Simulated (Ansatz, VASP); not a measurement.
# KPd2Se2I in VASP and in Ansatz

```
K Pd Se I
1.0
     2.75756   -8.78553    0.00000
     2.75756    8.78553    0.00000
     0.00000    0.00000    3.74757
K Pd Se I
1 2 2 1
Direct
  0.50000 0.50000 0.00000
  0.00000 0.50000 0.50000
  0.50000 0.00000 0.50000
  0.18975 0.81025 0.00000
  0.81025 0.18975 0.00000
  0.00000 0.00000 0.50000
```

Change from the starting cell: species swapped into the CeB2Ir2Rh type (Cmmm, No. 65).

Alike in both runs: functional PBE; k mesh 2 × 2 × 3; occupations gaussian, width 0.15 eV; no spin polarisation.

Ansatz relaxed the structure, and its values are those at the end. VASP's run is a single point on that final structure, the one shown.

|  | VASP | Ansatz |
| --- | --- | --- |
| version | VASP 6.6.1 | Ansatz 0.2.0 |
| potentials or method | VASP PAW PBE potentials, release 64 (K_sv, Pd, Se, I), cutoff 520 eV | scalar-relativistic, plane waves, PAW |
| valence electrons in the cell | 48 | 94 |

Ansatz gave:

- gap on the k mesh at the Fermi level (eV): 0.26
- least direct gap on the mesh (eV): 0.35
- pressure (GPa): 0.2
- rms of the force components (eV/Å): 0.022

**Question.** Which values does VASP return?

**Answer.** gap on the k mesh at the Fermi level (eV): 0.26; least direct gap on the mesh (eV): 0.35; pressure (GPa): 0.2; rms of the force components (eV/Å): 0.019.

With one functional, cell and mesh, what is left measures potentials, basis and numerics. VASP's potentials hold 48 valence electrons a cell and Ansatz's 94, so a difference there can come from the potentials and not from the codes.

The k mesh is coarse, so the values compare programs but aren't converged. Neither program's run includes spin-orbit coupling.
